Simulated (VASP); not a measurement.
Input of a VASP 6.6.1 run:

The input INCAR:

```
SYSTEM = BN
ALGO = Normal ; EDIFF = 1E-7
ENCUT = 520 ; GGA = PE
ISIF = 2 ; ISMEAR = 0
LASPH = .True. ; LCHARG = .False.
LREAL = .False. ; LWAVE = .False.
NBANDS = 16 ; NELM = 100
PREC = Accurate ; SIGMA = 0.016
```

Contents of KPOINTS:

```
k-points
0
Gamma
  12 12 4
  0 0 0
```

Contents of POSCAR:

```
BN
1.0
    2.4982400000      0.0000000000      0.0000000000
   -1.2491200000      2.1635393048      0.0000000000
    0.0000000000      0.0000000000      6.6357000000
N B
2 2
Direct
    0.6666666667      0.3333333333      0.2500000000
    0.3333333333      0.6666666667      0.7500000000
    0.6666666667      0.3333333333      0.7500000000
    0.3333333333      0.6666666667      0.2500000000
```

Potentials or basis: VASP PAW PBE potentials, release 64 (N, B).

Command:

```sh
$ cat potpaw_PBE.64/N/POTCAR potpaw_PBE.64/B/POTCAR > POTCAR
$ mpirun -np 1 vasp_std > vasp.out
```

Question: What does it give for the pressure?

Answer: 5.1 GPa.

Question: Predict the band gap on the k mesh.

Answer: 4.29 eV, indirect (least direct gap 4.66 eV).

Stress tensor (GPa, compression positive):
```
6.30 0.00 0.00
0.00 6.30 0.00
0.00 0.00 2.84
```

Caveat: this functional lacks dispersion, which binds the layers, so the pressure and a relaxed spacing across them are unreliable. A k mesh can miss the band edges.
